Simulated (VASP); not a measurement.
Here is a VASP 6.6.1 calculation.

The input INCAR:

```
SYSTEM = Zr
ALGO     = Normal         ! electronic algorithm
EDIFF    = 1E-6           ! SCF threshold, eV
ENCUT    = 520            ! plane-wave cutoff, eV
GGA      = CA             ! functional
ISIF     = 2              ! what is computed and relaxed
ISMEAR   = -1             ! smearing method
LASPH    = .True.         ! aspherical terms in the spheres
LCHARG   = .False.        ! write CHGCAR
LREAL    = .False.        ! projectors in reciprocal space
LWAVE    = .False.        ! write WAVECAR
NBANDS   = 25             ! bands
NELM     = 100            ! most SCF steps
PREC     = Accurate       ! precision mode
SIGMA    = 0.1            ! smearing width, eV
```

KPOINTS

```
k-points
0
Gamma
  8 8 12
  0 0 0
```

Contents of POSCAR:

```
Zr
1.0
    4.7219070394      0.0000000000      0.0000000000
   -2.3609535197      4.0892914505      0.0000000000
    0.0000000000      0.0000000000      2.9504311746
Zr
3
Direct
    1.0000000000      0.0000000000      1.0000000000
    0.3333333333      0.6666666667      0.5000000000
    0.6666666667      0.3333333333      0.5000000000
```

Potentials or basis: VASP PAW LDA potentials, release 64 (Zr_sv).

Run with:

```sh
$ cat potpaw_LDA.64/Zr_sv/POTCAR > POTCAR
$ mpirun -np 1 vasp_std > vasp.out
```

Q: Predict the pressure.

A: 17.2 GPa.

Q: What does it give for the band gap on the k mesh?

A: Zero (bands 18 and 19 overlap by 0.88 eV).

Stress tensor (GPa, compression positive):
```
17.41  0.00  0.00
 0.00 17.41  0.00
 0.00  0.00 16.93
```

Caveat: the cell stands under pressure.
